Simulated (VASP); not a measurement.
Input of a VASP 6.6.1 run:

File INCAR:

```
SYSTEM = LiF
  PREC = Accurate
  ENCUT = 520
  EDIFF = 1E-6
  ISMEAR = 0
  SIGMA = 0.05
  LREAL = .False.
  LASPH = .True.
  NELM = 100
  ALGO = Normal
  ISIF = 2
  LWAVE = .False.
  LCHARG = .False.
  NBANDS = 12
```

File KPOINTS:

```
regular mesh
0
Gamma
  10 10 10
  0 0 0
```

Contents of POSCAR:

```
LiF
1.0
    0.0000000000      1.9280277368      1.9280277368
    1.9280277368      0.0000000000      1.9280277368
    1.9280277368      1.9280277368      0.0000000000
Li F
1 1
Direct
    0.0000000000      0.0000000000      0.0000000000
    0.5000000000      0.5000000000      0.5000000000
```

Potentials or basis: VASP PAW LDA potentials, release 64 (Li_sv, F).

Command:

```console
$ cat potpaw_LDA.64/Li_sv/POTCAR potpaw_LDA.64/F/POTCAR > POTCAR
$ mpirun -np 1 vasp_std > vasp.out
```

Question: Predict the band gap on the k mesh.

Answer: 10.12 eV, direct.

 A k mesh can miss the band edges.
